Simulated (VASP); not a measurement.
# ZnCu (Pm-3m) in VASP: single point with PBE

Aim: the single point of ZnCu with PBE.

Everything below comes from runs of VASP 6.6.1. Logs are shortened: lines on timing, memory, paths and dates and some standing lists are left out, and cuts for length are marked.

## Step 1: The cell of the first run

Symmetry: Pm-3m, No. 221, cubic system. Conventional cell: a = 2.993 Å, b = 2.993 Å, c = 2.993 Å, α = 90.00°, β = 90.00°, γ = 90.00°. Within 3.4 Å of Zn (site symmetry m-3m) lie 8 Cu at 2.59 Å and 6 Zn at 2.99 Å. Cu (site symmetry m-3m) has 8 Zn at 2.59 Å and 6 Cu at 2.99 Å within 3.4 Å.

## Step 2: Single point, PBE (13.40 Å³/atom)

The input, INCAR:

```
ALGO = Normal
EDIFF = 1E-6
ENCUT = 820
GGA = PE
GGA_COMPAT = F
ISIF = 2
ISMEAR = 0
LASPH = T
LCHARG = F
LREAL = F
LWAVE = F
NBANDS = 22
NELM = 120
PREC = Accurate
SIGMA = 0.1
```

The input, KPOINTS:

```
k-points
0
Gamma
  14 14 14
```

The input, POSCAR:

```
ZnCu
1.0
    2.9925229499      0.0000000000      0.0000000000
    0.0000000000      2.9925229499      0.0000000000
    0.0000000000      0.0000000000      2.9925229499
Zn Cu
1 1
Direct
    0.5000000000      0.5000000000      0.5000000000
    0.0000000000      0.0000000000      0.0000000000
```

Potentials or basis: VASP PAW PBE potentials, release 64 (Zn, Cu_sv_GW).

Run with:

```console
cat potpaw_PBE.64/Zn/POTCAR potpaw_PBE.64/Cu_sv_GW/POTCAR > POTCAR
mpirun -np 1 vasp_std > vasp.out
```

OUTCAR:

```text
EDIFF = 1E-6
   ENCUT = 820
   GGA = PE
   ISIF = 2
   ISMEAR = 0
   LASPH = T
   LREAL = F
   NELM = 120
   PREC = Accurate

 ion  position               nearest neighbor table
   1  0.500  0.500  0.500-   2 2.59   2 2.59   2 2.59   2 2.59   2 2.59   2 2.59   2 2.59   2 2.59

   2  0.000  0.000  0.000-   1 2.59   1 2.59   1 2.59   1 2.59   1 2.59   1 2.59   1 2.59   1 2.59

  LATTYP: Found a simple cubic cell.
 ALAT       =     2.9925229499

  Lattice vectors:

 A1 = (   2.9925229499,   0.0000000000,   0.0000000000)
 A2 = (   0.0000000000,   2.9925229499,   0.0000000000)
 A3 = (   0.0000000000,   0.0000000000,   2.9925229499)

Analysis of symmetry for initial positions (statically):
=====================================================================
 Subroutine PRICEL returns:
 Original cell was already a primitive cell.

 Routine SETGRP: Setting up the symmetry group for a
 simple cubic supercell.

 Subroutine GETGRP returns: Found 48 space group operations
 (whereof 48 operations were pure point group operations)
 out of a pool of 48 trial point group operations.

The static configuration has the point symmetry O_h .

Analysis of symmetry for dynamics (positions and initial velocities):
=====================================================================
 Subroutine PRICEL returns:
 Original cell was already a primitive cell.

 Routine SETGRP: Setting up the symmetry group for a
 simple cubic supercell.

 Subroutine GETGRP returns: Found 48 space group operations
 (whereof 48 operations were pure point group operations)
 out of a pool of 48 trial point group operations.

The dynamic configuration has the point symmetry O_h .

 Subroutine INISYM returns: Found 48 space group operations
 (whereof 48 operations are pure point group operations),
 and found     1 'primitive' translations

----------------------------------------------------------------------------------------

                                     Primitive cell

  volume of cell :      26.7986

  direct lattice vectors                    reciprocal lattice vectors
     2.992522950  0.000000000  0.000000000     0.334166192  0.000000000  0.000000000
     0.000000000  2.992522950  0.000000000     0.000000000  0.334166192  0.000000000
     0.000000000  0.000000000  2.992522950     0.000000000  0.000000000  0.334166192

  length of vectors
     2.992522950  2.992522950  2.992522950     0.334166192  0.334166192  0.334166192

  position of ions in fractional coordinates (direct lattice)
     0.500000000  0.500000000  0.500000000
     0.000000000  0.000000000  0.000000000

  ion indices of the primitive-cell ions
   primitive index   ion index
                 1           1
                 2           2

----------------------------------------------------------------------------------------

 KPOINTS: k-points

Automatic generation of k-mesh.
 Grid dimensions read from file:
 generate k-points for:   14   14   14

 Generating k-lattice:

  Cartesian coordinates                     Fractional coordinates (reciprocal lattice)
     0.023869014  0.000000000  0.000000000     0.071428571  0.000000000  0.000000000
     0.000000000  0.023869014  0.000000000     0.000000000  0.071428571  0.000000000
     0.000000000  0.000000000  0.023869014     0.000000000  0.000000000  0.071428571

  Length of vectors
     0.023869014  0.023869014  0.023869014

  Shift w.r.t. Gamma in fractional coordinates (k-lattice)
     0.000000000  0.000000000  0.000000000

 Subroutine IBZKPT returns following result:
 ===========================================

 Found    120 irreducible k-points:

 Following reciprocal coordinates:
            Coordinates               Weight
  0.000000  0.000000  0.000000      1.000000
  0.071429  0.000000  0.000000      6.000000
  0.142857  0.000000  0.000000      6.000000
  0.214286  0.000000  0.000000      6.000000
  0.285714  0.000000  0.000000      6.000000
  0.357143  0.000000  0.000000      6.000000
[... 16 lines left out ...]
  0.285714  0.214286  0.000000     24.000000
  0.357143  0.214286  0.000000     24.000000
 [... further k-points ...]
   k-points           NKPTS =    120   k-points in BZ     NKDIM =    120   number of bands    NBANDS=     22
   number of dos      NEDOS =    301   number of ions     NIONS =      2
   total plane-waves  NPLWV =  21952
   dimension x,y,z NGX =    28 NGY =   28 NGZ =   28
   dimension x,y,z NGXF=    56 NGYF=   56 NGZF=   56
   ions per type =               1   1
   NGX,Y,Z   is equivalent  to a cutoff of  15.56, 15.56, 15.56 a.u.
   NGXF,Y,Z  is equivalent  to a cutoff of  31.11, 31.11, 31.11 a.u.
 SYSTEM =  unknown system
   PREC   = accura    normal or accurate (medium, high low for compatibility)
   ISTART =      0    job   : 0-new  1-cont  2-samecut
   ICHARG =      2    charge: 1-file 2-atom 10-const
   ISPIN  =      1    spin polarized calculation?
   LNONCOLLINEAR =      F non collinear calculations
   LSORBIT =      F    spin-orbit coupling
   LASPH  =      T    aspherical Exc in radial PAW
   ENCUT  =  820.0 eV  60.27 Ry    7.76 a.u.   6.99  6.99  6.99*2*pi/ulx,y,z
   NELM   =    120;   NELMIN=  2; NELMDL= -5     # of ELM steps
   EDIFF  = 0.1E-05   stopping-criterion for ELM
   LREAL  =      F    real-space projection
   EDIFFG = 0.1E-04   stopping-criterion for IOM
   NSW    =      0    number of steps for IOM
   IBRION =     -1    ionic relax: 0-MD 1-quasi-New 2-CG
   NFREE  =      0    steps in history (QN), initial steepest desc. (CG)
   ISIF   =      2    stress and relaxation
   ISYM   =      2    0-nonsym 1-usesym 2-fastsym
   POTIM  = 0.5000    time-step for ionic-motion
   TEBEG  =    0.0;   TEEND  =   0.0 temperature during run
   PSTRESS=    0.0 pullay stress
   NELECT =      31.0000    total number of electrons
   NUPDOWN=      -1.0000    fix difference up-down
   EMIN   =  10.00;   EMAX   =-10.00  energy-range for DOS
   EFERMI =   0.00;   METHOD = LEGACY
   ISMEAR =     0;   SIGMA  =   0.10  broadening in eV -4-tet -1-fermi 0-gaus
   EFERMI_NEDOS =   21; number of points for ismear=-14 and -15
   IALGO  =     38    algorithm
   IMIX   =      4    mixing-type and parameters
     AMIX     =   0.40;   BMIX     =  1.00
     AMIX_MAG =   1.60;   BMIX_MAG =  1.00
  volume/ion in A,a.u.               =      13.40        90.42
  Fermi-wavevector in a.u.,A,eV,Ry     =   1.718533  3.247557 40.182849  2.953356
  Thomas-Fermi vector in A             =   2.795328
   LORBIT       =      0    0 simple, 1 ext, 2 COOP (PROOUT), +10 PAW based schemes
   GGA     = PE    functional components
   LHFCALC =     F    Hartree Fock is set to
   AEXX    =    0.0000 exact exchange contribution
   IVDW    =     0    specifies the selected vdW correction
   LEPSILON=     F    determine dielectric tensor
   LRPA    =     F    only Hartree local field effects (RPA)
 non-spin polarized calculation
 Gauss-broadening in eV      SIGMA  =   0.10
  energy-cutoff  :      820.00
  volume of cell :       26.80
 maximum number of plane-waves:      1472
 NGX is ok and might be reduce to    28
   NGX = 13   NGY = 13   NGZ = 13

 number of electron      30.9999989 magnetization

 Free energy of the ion-electron system (eV)
  ---------------------------------------------------
  ext. energy  EPLUGINS =         0.00000000
  ---------------------------------------------------
  free energy    TOTEN  =        -5.07471845 eV

  energy without entropy =       -5.07296396  energy(sigma->0) =       -5.07384121

 E-fermi :   5.1052     XC(G=0): -12.4155

 val. band max:        5.0433891756   @ k =   0.5000   0.5000   0.2143
 cond. band min:       5.1187541286   @ k =   0.4286   0.3571   0.2143
 fundamental gap:      0.0753649530
 Fermi energy:         5.1052473490

 k-point     1 :       0.0000    0.0000    0.0000
  band No.  band energies     occupation
      1    -107.7923      2.00000
      2     -65.1651      2.00000
      3     -65.1651      2.00000
      4     -65.1651      2.00000
      5      -4.9002      2.00000
      6      -2.6027      2.00000
[... 14 lines left out ...]
     21      16.5870      0.00000
     22      28.0601      0.00000

 k-point     2 :       0.0714    0.0000    0.0000
  band No.  band energies     occupation
      1    -107.7925      2.00000
      2     -65.1657      2.00000
      3     -65.1653      2.00000
      4     -65.1653      2.00000
      5      -4.8108      2.00000
      6      -2.5935      2.00000
[... 14 lines left out ...]
     21      17.3508      0.00000
     22      27.0228      0.00000

 k-point     3 :       0.1429    0.0000    0.0000
  band No.  band energies     occupation
      1    -107.7925      2.00000
      2     -65.1670      2.00000
      3     -65.1653      2.00000
      4     -65.1653      2.00000
      5      -4.5457      2.00000
      6      -2.5676      2.00000
[... 14 lines left out ...]
     21      19.4784      0.00000
     22      25.2898      0.00000

 k-point     4 :       0.2143    0.0000    0.0000
  band No.  band energies     occupation
      1    -107.7926      2.00000
      2     -65.1688      2.00000
      3     -65.1653      2.00000
      4     -65.1653      2.00000
      5      -4.1160      2.00000
      6      -2.5296      2.00000
[... 14 lines left out ...]
     21      22.0565      0.00000
     22      23.3263      0.00000

 k-point     5 :       0.2857    0.0000    0.0000
  band No.  band energies     occupation
      1    -107.7925      2.00000
      2     -65.1706      2.00000
      3     -65.1653      2.00000
      4     -65.1653      2.00000
      5      -3.5562      2.00000
      6      -2.4869      2.00000
[... 14 lines left out ...]
     21      21.5032      0.00000
     22      21.5032      0.00000

 k-point     6 :       0.3571    0.0000    0.0000
  band No.  band energies     occupation
      1    -107.7925      2.00000
      2     -65.1721      2.00000
      3     -65.1651      2.00000
      4     -65.1651      2.00000
      5      -2.9900      2.00000
      6      -2.4478      2.00000
[... 14 lines left out ...]
     21      19.7918      0.00000
     22      19.7918      0.00000

 k-point     7 :       0.4286    0.0000    0.0000
  band No.  band energies     occupation
      1    -107.7925      2.00000
      2     -65.1734      2.00000
      3     -65.1651      2.00000
      4     -65.1651      2.00000
      5      -2.6740      2.00000
      6      -2.4205      2.00000
[... 324 lines left out ...]
      6      -2.3719      2.00000
[... 14 lines left out ...]
     21      18.5169      0.00000
     22      20.1948      0.00000

 k-point    21 :       0.5000    0.1429    0.0000
  band No.  band energies     occupation
      1    -107.7923      2.00000
      2     -65.1736      2.00000
      3     -65.1665      2.00000
      4     -65.1648      2.00000
      5      -2.5095      2.00000
      6      -2.3347      2.00000
[... 14 lines left out ...]
     21      18.7444      0.00000
     22      19.5408      0.00000

 k-point    22 :       0.2143    0.2143    0.0000
  band No.  band energies     occupation
      1    -107.7924      2.00000
      2     -65.1685      2.00000
      3     -65.1684      2.00000
      4     -65.1650      2.00000
      5      -3.4139      2.00000
      6      -2.4510      2.00000
[... 14 lines left out ...]
     21      22.2273      0.00000
     22      23.0288      0.00000

 k-point    23 :       0.2857    0.2143    0.0000
  band No.  band energies     occupation
      1    -107.7923      2.00000
      2     -65.1702      2.00000
      3     -65.1683      2.00000
      4     -65.1649      2.00000
      5      -2.9945      2.00000
      6      -2.4307      2.00000
[... 14 lines left out ...]
     21      21.8894      0.00000
     22      22.4446      0.00000

 k-point    24 :       0.3571    0.2143    0.0000
  band No.  band energies     occupation
      1    -107.7923      2.00000
      2     -65.1719      2.00000
      3     -65.1682      2.00000
      4     -65.1648      2.00000
      5      -2.6964      2.00000
      6      -2.4297      2.00000
[... 14 lines left out ...]
     21      20.3487      0.00000
     22      21.3515      0.00000

 [... further k-points ...]

------------------------ aborting loop because EDIFF is reached ----------------------------------------

  FORCE on cell =-STRESS in cart. coord.  units (eV):
  Direction    XX          YY          ZZ          XY          YZ          ZX
  --------------------------------------------------------------------------------------
  -------------------------------------------------------------------------------------
  Total       -0.6027232     -0.6027232     -0.6027232      0.0000000      0.0000000     -0.0000000
  in kB      -36.0342969    -36.0342969    -36.0342969      0.0000000      0.0000000     -0.0000000
  external PRESSURE =     -36.0342969 kB  Pullay stress =       0.0000000 kB

 VOLUME and BASIS-vectors are now :
 -----------------------------------------------------------------------------
  energy-cutoff  :      820.00
  volume of cell :       26.80
      direct lattice vectors                 reciprocal lattice vectors
     2.992522950  0.000000000  0.000000000     0.334166192  0.000000000  0.000000000
     0.000000000  2.992522950  0.000000000     0.000000000  0.334166192  0.000000000
     0.000000000  0.000000000  2.992522950     0.000000000  0.000000000  0.334166192

 POSITION                                       TOTAL-FORCE (eV/Angst)
 -----------------------------------------------------------------------------------
      1.49626      1.49626      1.49626         0.000000      0.000000      0.000000
      0.00000      0.00000      0.00000         0.000000      0.000000      0.000000
 -----------------------------------------------------------------------------------
    total drift:                               -0.000000      0.000000      0.000000

  FREE ENERGIE OF THE ION-ELECTRON SYSTEM (eV)
  ---------------------------------------------------
  free  energy   TOTEN  =        -5.0747184530 eV

  energy  without entropy=       -5.0729639602  energy(sigma->0) =       -5.07384121
```

It took 52 s on 1 thread of Intel Xeon 6975P-C (Granite Rapids), shared host; peak memory 0.3 GiB.

What came out:

- Free energy: -5.0747 eV
- Pressure: -3.6 GPa
- Band gap on the k mesh: zero (an odd number of electrons rules out a gap without spin polarisation)

Levels at points of the mesh, in eV from the Fermi level:
| k point | band 14 | band 15 | band 16 | band 17 | band 18 | band 19 |
| --- | --- | --- | --- | --- | --- | --- |
| (0.00, 0.00, 0.00) | -2.62 | -2.62 | 6.03 | 6.03 | 6.03 | 10.96 |
| (0.50, 0.00, 0.00) | -3.13 | -2.69 | -1.95 | 11.29 | 11.29 | 11.90 |
| (0.50, 0.50, 0.00) | -2.40 | -1.77 | -1.77 | 1.57 | 1.88 | 13.41 |
| (0.50, 0.50, 0.50) | -2.38 | 3.50 | 4.19 | 4.19 | 4.19 | 4.38 |

Caveat: the cell stands under tension.

The gap in the log of VASP goes by the Fermi energy; the results here count the filled bands.